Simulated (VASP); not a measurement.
A run of VASP 6.6.1 is set up as follows.

INCAR

```
  ALGO = Normal
  EDIFF = 1E-6
  ENCUT = 600
  GGA = PE
  GGA_COMPAT = False
  ISIF = 2
  ISMEAR = 0
  LASPH = True
  LCHARG = True
  LELF = True
  LMAXMIX = 6
  LREAL = False
  LVHAR = True
  LWAVE = False
  NBANDS = 34
  NELM = 200
  PREC = Accurate
  SIGMA = 0.1
```

KPOINTS

```
k-points
0
Gamma
  4 4 6
```

File POSCAR:

```
HoHgF4
1.0
    3.6319158100     -3.6945809200      0.0000000000
    3.6319158100      3.6945809200      0.0000000000
    0.0000000000      0.0000000000      3.3949121800
Ho Hg F
1 1 4
Direct
    0.0000000000      0.0000000000      0.0000000000
    0.5000000000      0.5000000000      0.5000000000
    0.6918020200      0.6918020200      0.0000000000
    0.7984370000      0.2015630000      0.5000000000
    0.2015630000      0.7984370000      0.5000000000
    0.3081979800      0.3081979800      0.0000000000
```

Potentials or basis: VASP PAW PBE potentials, release 64 (Ho_3, Hg, F), 4f in core.

Launch:

```console
$ cat potpaw_PBE.64/Ho_3/POTCAR potpaw_PBE.64/Hg/POTCAR potpaw_PBE.64/F/POTCAR > POTCAR
$ mpirun -np 1 vasp_std > vasp.out
```

Task: Predict the band gap on the k mesh.

Result: Zero (an odd number of electrons rules out a gap without spin polarisation).

Task: Estimate the pressure.

Result: 20.1 GPa.

Task: What does it give for the largest force?

Result: 3.924 eV/Å.

Stress tensor (GPa, compression positive):
```
13.33  0.00  0.00
 0.00 20.38  0.00
 0.00  0.00 26.70
```

Caveat: the stress differs along the axes, from 13 to 27 GPa; spin-orbit coupling is left out, which moves the levels of the heavy elements; the 4f electrons are frozen in the core, so they carry no moment and show no levels; an odd number of electrons without spin polarisation forces a metal; a magnetic or distorted state may lie lower; the run has no spin polarisation, though such a crystal can be magnetic. With open d or f shells a metallic result of PBE can be an artefact of self-interaction; +U or a hybrid may open a gap.
